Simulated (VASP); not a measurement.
Input of a VASP 6.6.1 run:

Contents of POSCAR:

```
CsI
1.0
    4.5049805596      0.0000000000      0.0000000000
    0.0000000000      4.5049805596      0.0000000000
    0.0000000000      0.0000000000      4.5049805596
Cs I
1 1
Direct
    0.0000000000      0.0000000000      0.0000000000
    0.5000000000      0.5000000000      0.5000000000
```

Contents of INCAR.step1:

```
SYSTEM = CsI
  ALGO = Normal
  EDIFF = 1E-5
  ENCUT = 550
  GGA = PE
  GGA_COMPAT = .False.
  ISMEAR = 0
  LASPH = .True.
  LCHARG = .False.
  LREAL = .False.
  LSORBIT = .True.
  LWAVE = .True.
  MAGMOM = 0 0 0 0 0 0
  NBANDS = 28
  NELM = 200
  PREC = Accurate
  SIGMA = 0.05
```

The input INCAR.step2:

```
SYSTEM = CsI
  ALGO = Normal
  EDIFF = 1E-6
  ENCUT = 550
  GGA_COMPAT = .False.
  ISIF = 2
  ISMEAR = 0
  ISTART = 1
  LASPH = .True.
  LCHARG = .False.
  LMIXTAU = .True.
  LORBIT = 11
  LORBMOM = .True.
  LREAL = .False.
  LSORBIT = .True.
  LWAVE = .False.
  MAGMOM = 0 0 0 0 0 0
  METAGGA = R2SCAN
  NBANDS = 28
  NELM = 200
  PREC = Accurate
  SIGMA = 0.05
```

Contents of KPOINTS:

```
k-points
0
Gamma
  4 4 4
  0 0 0
```

Potentials or basis: VASP PAW PBE potentials, release 64 (Cs_sv, I).

Run with:

```sh
$ cat potpaw_PBE.64/Cs_sv/POTCAR potpaw_PBE.64/I/POTCAR > POTCAR
$ cp INCAR.step1 INCAR
$ mpirun -np 1 vasp_ncl > vasp.out
$ cp INCAR.step2 INCAR
$ mpirun -np 1 vasp_ncl > vasp.out
```

(1) Predict the pressure.

(2) Predict the net moment.

## Answers

(1) 1.1 GPa.

(2) 0.00 μB per cell.

Caveat: the PAW data sets were made with another functional, which shifts forces and pressure a little.
